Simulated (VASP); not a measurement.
Set up this calculation in VASP 6.6.1, as the native input.

```yaml
Task: dielectric tensor
Functional: r2SCAN
Potentials_or_basis: VASP PAW PBE potentials, release 64 (Hf_pv, O)
Cutoff: 520 eV
k_mesh: 8 × 8 × 8
Occupations: gaussian, width 0.01 eV
Spin: no spin polarisation
Dipole_correction: no
Further_INCAR_settings: ALGO = Normal; EDIFF = 1e-08
```

The structure of HfO2 lies in POSCAR:

```
HfO2
1.0
    0.0000000000      2.4785986729      2.4785986729
    2.4785986729      0.0000000000      2.4785986729
    2.4785986729      2.4785986729      0.0000000000
Hf O
1 2
Direct
    0.0000000000      0.0000000000      0.0000000000
    0.2500000000      0.2500000000      0.2500000000
    0.7500000000      0.7500000000      0.7500000000
```

This cell differs from its parent crystal: strain -2.0%.

These files were run (other wordings do the same):

INCAR

```
  PREC = Accurate
  ENCUT = 520
  EDIFF = 1E-8
  ISMEAR = 0
  SIGMA = 0.01
  LREAL = False
  LASPH = True
  NELM = 100
  ALGO = Normal
  ISIF = 2
  LWAVE = False
  LCHARG = False
  METAGGA = R2SCAN
  LMIXTAU = True
  LCALCEPS = True
```

KPOINTS

```
regular mesh
0
Gamma
  8 8 8
```

Potentials or basis: VASP PAW PBE potentials, release 64 (Hf_pv, O).

The run is started by

```sh
$ cat potpaw_PBE.64/Hf_pv/POTCAR potpaw_PBE.64/O/POTCAR > POTCAR
$ mpirun -np 1 vasp_std > vasp.out
```

It gave:

The band gap on the k mesh is 4.49 eV, the electronic dielectric tensor (diagonal) is 4.85 and the born charges (mean of the diagonal) is Hf +5.50; O -2.75 e.

Caveat: the cell differs from its parent crystal (strain -2.0%); spin-orbit coupling is left out, which moves the levels of the heavy elements.

It took 59 min on 1 thread of Intel(R) Xeon(R) Platinum 8259CL CPU @ 2.50GHz (Skylake/Cascade Lake), with other jobs on the host, peak memory 0.42 GiB.
